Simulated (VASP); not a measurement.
# In3Sb2As (P6_3mc) in VASP: a series of runs

The runs below take In3Sb2As through single point, with PBE.

Everything below comes from runs of VASP 6.6.1. Logs are shortened: lines on timing, memory, paths and dates and some standing lists are left out, and cuts for length are marked.

### Step 1. The cell of the first run

Symmetry: P6_3mc, No. 186, hexagonal system. The conventional cell has a = 4.221 Å, b = 4.221 Å, c = 20.819 Å, α = 90.00°, β = 90.00°, γ = 120.00°. In (site symmetry 3m) has 3 Sb at 2.59 Å and 1 As at 2.60 Å within 3.4 Å. In (site symmetry 3m) has 4 Sb at 2.59 to 2.60 Å within 3.4 Å. In (site symmetry 3m) has 3 As at 2.59 Å and 1 Sb at 2.60 Å within 3.4 Å. Sb (site symmetry 3m) has 4 In at 2.59 to 2.60 Å within 3.4 Å. Within 3.4 Å of Sb (site symmetry 3m) lie 4 In at 2.59 to 2.60 Å. As (site symmetry 3m) has 4 In at 2.59 to 2.60 Å within 3.4 Å.

### Step 2. Single point, PBE

Contents of INCAR:

```
SYSTEM = In3Sb2As
ALGO = Normal
EDIFF = 1E-6
ENCUT = 520
GGA = PE
ISIF = 2
ISMEAR = 0
LASPH = .True.
LCHARG = .True.
LELF = .True.
LREAL = .False.
LVHAR = .True.
LWAVE = .False.
NBANDS = 66
NELM = 60
PREC = Accurate
SIGMA = 0.1
```

Contents of KPOINTS:

```
k-points
0
Gamma
  6 6 1
  0 0 0
```

Contents of POSCAR:

```
In3Sb2As
1.0
    4.2206170100      0.0000000000      0.0000000000
   -2.1103085000      3.6551615500      0.0000000000
    0.0000000000      0.0000000000     20.8185628300
In Sb As
6 4 2
Direct
    0.6666666700      0.3333333300      0.1668627100
    0.6666666700      0.3333333300      0.5001960400
    0.6666666700      0.3333333300      0.8335293700
    0.3333333300      0.6666666700      0.0001960400
    0.3333333300      0.6666666700      0.3335293700
    0.3333333300      0.6666666700      0.6668627100
    0.6666666700      0.3333333300      0.6249706100
    0.6666666700      0.3333333300      0.9583039500
    0.3333333300      0.6666666700      0.1249706100
    0.3333333300      0.6666666700      0.4583039500
    0.6666666700      0.3333333300      0.2916372800
    0.3333333300      0.6666666700      0.7916372800
```

Potentials or basis: VASP PAW PBE potentials, release 64 (In_d, Sb, As).

On the command line:

```bash
$ cat potpaw_PBE.64/In_d/POTCAR potpaw_PBE.64/Sb/POTCAR potpaw_PBE.64/As/POTCAR > POTCAR
$ mpirun -np 1 vasp_std > vasp.out
```

OUTCAR:

```text
SYSTEM = In3Sb2As
   EDIFF = 1E-6
   ENCUT = 520
   GGA = PE
   ISIF = 2
   ISMEAR = 0
   LASPH = .True.
   LREAL = .False.
   NELM = 60
   PREC = Accurate

 ion  position               nearest neighbor table
   1  0.667  0.333  0.167-   9 2.59   9 2.59   9 2.59  11 2.60
   2  0.667  0.333  0.500-  10 2.59  10 2.59  10 2.59   7 2.60
   3  0.667  0.333  0.834-  12 2.59  12 2.59  12 2.59   8 2.60
   4  0.333  0.667  0.000-   8 2.59   8 2.59   8 2.59   9 2.60
   5  0.333  0.667  0.334-  11 2.59  11 2.59  11 2.59  10 2.60
   6  0.333  0.667  0.667-   7 2.59   7 2.59   7 2.59  12 2.60
   7  0.667  0.333  0.625-   6 2.59   6 2.59   6 2.59   2 2.60
   8  0.667  0.333  0.958-   4 2.59   4 2.59   4 2.59   3 2.60
   9  0.333  0.667  0.125-   1 2.59   1 2.59   1 2.59   4 2.60
  10  0.333  0.667  0.458-   2 2.59   2 2.59   2 2.59   5 2.60
  11  0.667  0.333  0.292-   5 2.59   5 2.59   5 2.59   1 2.60
  12  0.333  0.667  0.792-   3 2.59   3 2.59   3 2.59   6 2.60

  LATTYP: Found a hexagonal cell.
 ALAT       =     4.2206170100
 C/A-ratio  =     4.9325875294

  Lattice vectors:

 A1 = (   4.2206170100,   0.0000000000,   0.0000000000)
 A2 = (  -2.1103085000,   3.6551615500,   0.0000000000)
 A3 = (   0.0000000000,   0.0000000000,  20.8185628300)

Analysis of symmetry for initial positions (statically):
=====================================================================
 Subroutine PRICEL returns:
 Original cell was already a primitive cell.

 Routine SETGRP: Setting up the symmetry group for a
 hexagonal supercell.

 Subroutine GETGRP returns: Found 12 space group operations
 (whereof  6 operations were pure point group operations)
 out of a pool of 24 trial point group operations.

The static configuration has the point symmetry C_3v.
 The point group associated with its full space group is C_6v.

Analysis of symmetry for dynamics (positions and initial velocities):
=====================================================================
 Subroutine PRICEL returns:
 Original cell was already a primitive cell.

 Routine SETGRP: Setting up the symmetry group for a
 hexagonal supercell.

 Subroutine GETGRP returns: Found 12 space group operations
 (whereof  6 operations were pure point group operations)
 out of a pool of 24 trial point group operations.

The dynamic configuration has the point symmetry C_3v.
 The point group associated with its full space group is C_6v.

 Subroutine INISYM returns: Found 12 space group operations
 (whereof  6 operations are pure point group operations),
 and found     1 'primitive' translations

----------------------------------------------------------------------------------------

                                     Primitive cell

  volume of cell :     321.1687

  direct lattice vectors                    reciprocal lattice vectors
     4.220617010  0.000000000  0.000000000     0.236932183  0.136792859  0.000000000
    -2.110308500  3.655161550  0.000000000     0.000000000  0.273585719  0.000000000
     0.000000000  0.000000000 20.818562830     0.000000000  0.000000000  0.048034055

  length of vectors
     4.220617010  4.220617007 20.818562830     0.273585719  0.273585719  0.048034055

  position of ions in fractional coordinates (direct lattice)
     0.666666670  0.333333330  0.166862710
     0.666666670  0.333333330  0.500196040
     0.666666670  0.333333330  0.833529370
     0.333333330  0.666666670  0.000196040
     0.333333330  0.666666670  0.333529370
     0.333333330  0.666666670  0.666862710
     0.666666670  0.333333330  0.624970610
     0.666666670  0.333333330  0.958303950
     0.333333330  0.666666670  0.124970610
     0.333333330  0.666666670  0.458303950
     0.666666670  0.333333330  0.291637280
     0.333333330  0.666666670  0.791637280

  ion indices of the primitive-cell ions
   primitive index   ion index
                 1           1
                 2           2
                 3           3
                 4           4
                 5           5
                 6           6
                 7           7
                 8           8
                 9           9
                10          10
                11          11
                12          12

----------------------------------------------------------------------------------------

 KPOINTS: k-points

Automatic generation of k-mesh.
 Grid dimensions read from file:
 generate k-points for:    6    6    1

 Generating k-lattice:

  Cartesian coordinates                     Fractional coordinates (reciprocal lattice)
     0.039488697  0.022798810  0.000000000     0.166666667  0.000000000  0.000000000
     0.000000000  0.045597620  0.000000000     0.000000000  0.166666667  0.000000000
     0.000000000  0.000000000  0.048034055     0.000000000  0.000000000  1.000000000

  Length of vectors
     0.045597620  0.045597620  0.048034055

  Shift w.r.t. Gamma in fractional coordinates (k-lattice)
     0.000000000  0.000000000  0.000000000

 Subroutine IBZKPT returns following result:
 ===========================================

 Found      7 irreducible k-points:

 Following reciprocal coordinates:
            Coordinates               Weight
  0.000000  0.000000  0.000000      1.000000
  0.166667  0.000000  0.000000      6.000000
  0.333333  0.000000  0.000000      6.000000
  0.500000  0.000000  0.000000      3.000000
  0.166667  0.166667  0.000000      6.000000
  0.333333  0.166667  0.000000     12.000000
  0.333333  0.333333  0.000000      2.000000
   k-points           NKPTS =      7   k-points in BZ     NKDIM =      7   number of bands    NBANDS=     66
   number of dos      NEDOS =    301   number of ions     NIONS =     12
   total plane-waves  NPLWV = 163840
   dimension x,y,z NGX =    32 NGY =   32 NGZ =  160
   dimension x,y,z NGXF=    64 NGYF=   64 NGZF=  320
   ions per type =               6   4   2
   NGX,Y,Z   is equivalent  to a cutoff of  12.60, 12.60, 12.78 a.u.
   NGXF,Y,Z  is equivalent  to a cutoff of  25.21, 25.21, 25.55 a.u.
 SYSTEM =  In3Sb2As
   PREC   = accura    normal or accurate (medium, high low for compatibility)
   ISTART =      0    job   : 0-new  1-cont  2-samecut
   ICHARG =      2    charge: 1-file 2-atom 10-const
   ISPIN  =      1    spin polarized calculation?
   LNONCOLLINEAR =      F non collinear calculations
   LSORBIT =      F    spin-orbit coupling
   LASPH  =      T    aspherical Exc in radial PAW
   ENCUT  =  520.0 eV  38.22 Ry    6.18 a.u.   7.85  7.85 38.71*2*pi/ulx,y,z
   NELM   =     60;   NELMIN=  2; NELMDL= -5     # of ELM steps
   EDIFF  = 0.1E-05   stopping-criterion for ELM
   LREAL  =      F    real-space projection
   EDIFFG = 0.1E-04   stopping-criterion for IOM
   NSW    =      0    number of steps for IOM
   IBRION =     -1    ionic relax: 0-MD 1-quasi-New 2-CG
   NFREE  =      0    steps in history (QN), initial steepest desc. (CG)
   ISIF   =      2    stress and relaxation
   ISYM   =      2    0-nonsym 1-usesym 2-fastsym
   POTIM  = 0.5000    time-step for ionic-motion
   TEBEG  =    0.0;   TEEND  =   0.0 temperature during run
   PSTRESS=    0.0 pullay stress
   NELECT =     108.0000    total number of electrons
   NUPDOWN=      -1.0000    fix difference up-down
   EMIN   =  10.00;   EMAX   =-10.00  energy-range for DOS
   EFERMI =   0.00;   METHOD = LEGACY
   ISMEAR =     0;   SIGMA  =   0.10  broadening in eV -4-tet -1-fermi 0-gaus
   EFERMI_NEDOS =   21; number of points for ismear=-14 and -15
   IALGO  =     38    algorithm
   IMIX   =      4    mixing-type and parameters
     AMIX     =   0.40;   BMIX     =  1.00
     AMIX_MAG =   1.60;   BMIX_MAG =  1.00
  volume/ion in A,a.u.               =      26.76       180.61
  Fermi-wavevector in a.u.,A,eV,Ry     =   1.138426  2.151314 17.633353  1.296015
  Thomas-Fermi vector in A             =   2.275131
   LORBIT       =      0    0 simple, 1 ext, 2 COOP (PROOUT), +10 PAW based schemes
   GGA     = PE    functional components
   LHFCALC =     F    Hartree Fock is set to
   AEXX    =    0.0000 exact exchange contribution
   IVDW    =     0    specifies the selected vdW correction
   LEPSILON=     F    determine dielectric tensor
   LRPA    =     F    only Hartree local field effects (RPA)
 non-spin polarized calculation
 Gauss-broadening in eV      SIGMA  =   0.10
  energy-cutoff  :      520.00
  volume of cell :      321.17
 maximum number of plane-waves:      8666
 NGX is ok and might be reduce to    32
   NGX = 15   NGY = 15   NGZ = 77

 number of electron     108.0000016 magnetization

 Free energy of the ion-electron system (eV)
  ---------------------------------------------------
  ext. energy  EPLUGINS =         0.00000000
  ---------------------------------------------------
  free energy    TOTEN  =       -38.51083790 eV

  energy without entropy =      -38.50965671  energy(sigma->0) =      -38.51024731

 E-fermi :   7.2122     XC(G=0):  -9.5762

 val. band max:        7.0857587103   @ k =   0.0000   0.0000   0.0000
 cond. band min:       7.3147246791   @ k =   0.0000   0.0000   0.0000
 fundamental gap:      0.2289659689
 Fermi energy:         7.2122496072

 k-point     1 :       0.0000    0.0000    0.0000
  band No.  band energies     occupation
      1      -8.3449      2.00000
      2      -8.3432      2.00000
      3      -8.2528      2.00000
      4      -8.2528      2.00000
      5      -8.2527      2.00000
      6      -8.2527      2.00000
[... 58 lines left out ...]
     65      10.4077      0.00000
     66      10.5635      0.00000

 k-point     2 :       0.1667    0.0000    0.0000
  band No.  band energies     occupation
      1      -8.3572      2.00000
      2      -8.3556      2.00000
      3      -8.2719      2.00000
      4      -8.2711      2.00000
      5      -8.2385      2.00000
      6      -8.2385      2.00000
[... 403 lines left out ...]
     65      12.4533      0.00000
     66      12.5290      0.00000

------------------------ aborting loop because EDIFF is reached ----------------------------------------

  FORCE on cell =-STRESS in cart. coord.  units (eV):
  Direction    XX          YY          ZZ          XY          YZ          ZX
  --------------------------------------------------------------------------------------
  -------------------------------------------------------------------------------------
  Total       36.1701545     36.1701545     35.9472021      0.0000000      0.0000000      0.0000000
  in kB      180.4378646    180.4378646    179.3256478      0.0000002      0.0000000      0.0000000
  external PRESSURE =     180.0671257 kB  Pullay stress =       0.0000000 kB

 VOLUME and BASIS-vectors are now :
 -----------------------------------------------------------------------------
  energy-cutoff  :      520.00
  volume of cell :      321.17
      direct lattice vectors                 reciprocal lattice vectors
     4.220617010  0.000000000  0.000000000     0.236932183  0.136792859  0.000000000
    -2.110308500  3.655161550  0.000000000     0.000000000  0.273585719  0.000000000
     0.000000000  0.000000000 20.818562830     0.000000000  0.000000000  0.048034055

 POSITION                                       TOTAL-FORCE (eV/Angst)
 -----------------------------------------------------------------------------------
      2.11031      1.21839      3.47384         0.000000     -0.000000      1.520705
      2.11031      1.21839     10.41336         0.000000      0.000000      0.066559
      2.11031      1.21839     17.35288         0.000000      0.000000     -1.370034
     -0.00000      2.43677      0.00408        -0.000000     -0.000000      0.066559
     -0.00000      2.43677      6.94360        -0.000000      0.000000     -1.370034
     -0.00000      2.43677     13.88312         0.000000      0.000000      1.520705
      2.11031      1.21839     13.01099        -0.000000     -0.000000      0.105842
      2.11031      1.21839     19.95051        -0.000000      0.000000     -0.178025
     -0.00000      2.43677      2.60171        -0.000000      0.000000      0.105842
     -0.00000      2.43677      9.54123        -0.000000     -0.000000     -0.178025
      2.11031      1.21839      6.07147         0.000000      0.000000     -0.145047
     -0.00000      2.43677     16.48075        -0.000000      0.000000     -0.145047
 -----------------------------------------------------------------------------------
    total drift:                               -0.000029      0.000018     -0.003790

  FREE ENERGIE OF THE ION-ELECTRON SYSTEM (eV)
  ---------------------------------------------------
  free  energy   TOTEN  =       -38.5108378977 eV

  energy  without entropy=      -38.5096567131  energy(sigma->0) =      -38.51024731
```

It took 10 min on 1 thread of AMD EPYC 7R13, shared host; peak memory 0.44 GiB.

What came out:

| Item | Value |
| --- | --- |
| Free energy | -38.5108 eV |
| Pressure | 18.0 GPa |
| Largest force | 1.521 eV/Å |
| Band gap on the k mesh | 0.23 eV, direct |

Forces in eV/Å, atoms in the order of the input:
```
In   0.000  0.000  1.521
In   0.000  0.000  0.067
In   0.000  0.000 -1.370
In   0.000  0.000  0.067
In   0.000  0.000 -1.370
In   0.000  0.000  1.521
Sb   0.000  0.000  0.106
Sb   0.000  0.000 -0.178
Sb   0.000  0.000  0.106
Sb   0.000  0.000 -0.178
As   0.000  0.000 -0.145
As   0.000  0.000 -0.145
```

Stress tensor (GPa, compression positive):
```
18.04  0.00  0.00
 0.00 18.04  0.00
 0.00  0.00 17.93
```

Caveat: spin-orbit coupling is left out, which moves the levels of the heavy elements; forces of over 1 eV/Å act on the atoms, so gaps and moduli don't describe the material at rest. A k mesh can miss the band edges.

### Step 3. Single point, PBE

This run uses another cell than the first one, of 34.17 Å³/atom, 1.277 times its volume.

Contents of INCAR:

```
SYSTEM = In3Sb2As
PREC = Accurate
ENCUT = 520
EDIFF = 1E-6
ISMEAR = 0
SIGMA = 0.1
LREAL = .False.
LASPH = .True.
NELM = 80
ALGO = Normal
ISIF = 2
LWAVE = .False.
LCHARG = .False.
GGA = PE
NBANDS = 66
```

Contents of KPOINTS:

```
Automatic mesh
0
Gamma
  6 6 1
  0 0 0
```

Contents of POSCAR:

```
In3Sb2As
1.0
    4.5751701747     -0.0000000031      0.0000000000
   -2.2875850847      3.9622135995      0.0000000000
    0.0000000000      0.0000000000     22.6167170343
In Sb As
6 4 2
Direct
    0.6666666667      0.3333333333      0.1732314505
    0.6666666667      0.3333333333      0.5005944508
    0.6666666667      0.3333333333      0.8273732358
    0.3333333333      0.6666666667      0.0005944508
    0.3333333333      0.6666666667      0.3273732358
    0.3333333333      0.6666666667      0.6732314505
    0.6666666667      0.3333333333      0.6272267473
    0.6666666667      0.3333333333      0.9549636033
    0.3333333333      0.6666666667      0.1272267473
    0.3333333333      0.6666666667      0.4549636033
    0.6666666667      0.3333333333      0.2921104722
    0.3333333333      0.6666666667      0.7921104722
```

Potentials or basis: VASP PAW PBE potentials, release 64 (In_d, Sb, As).

On the command line:

```bash
$ cat potpaw_PBE.64/In_d/POTCAR potpaw_PBE.64/Sb/POTCAR potpaw_PBE.64/As/POTCAR > POTCAR
$ mpirun -np 1 vasp_std > vasp.out
```

Run time: 13 min. Hardware: 1 thread of AMD EPYC 7R13, shared host; peak memory 0.55 GiB.

It converged, with:

```
Free energy            : -42.8262 eV
Pressure               : 0.0 GPa
Largest force          : 0.027 eV/Å
Band gap on the k mesh : 0.07 eV, direct
```

Forces on the atoms (eV/Å):
```
In   0.000  0.000 -0.014
In   0.000  0.000 -0.016
In   0.000  0.000 -0.025
In   0.000  0.000 -0.016
In   0.000  0.000 -0.025
In   0.000  0.000 -0.014
Sb   0.000  0.000  0.016
Sb   0.000  0.000  0.012
Sb   0.000  0.000  0.016
Sb   0.000  0.000  0.012
As   0.000  0.000  0.027
As   0.000  0.000  0.027
```

Levels at points of the mesh, in eV from the valence-band top:
```
           k point  band 52  band 53  band 54  band 55  band 56  band 57
(0.00, 0.00, 0.00)    -0.09    -0.09     0.00     0.07     0.07     0.51
(0.50, 0.00, 0.00)    -1.37    -1.18    -0.93     0.67     0.87     1.09
```

Caveat: spin-orbit coupling is left out, which moves the levels of the heavy elements.
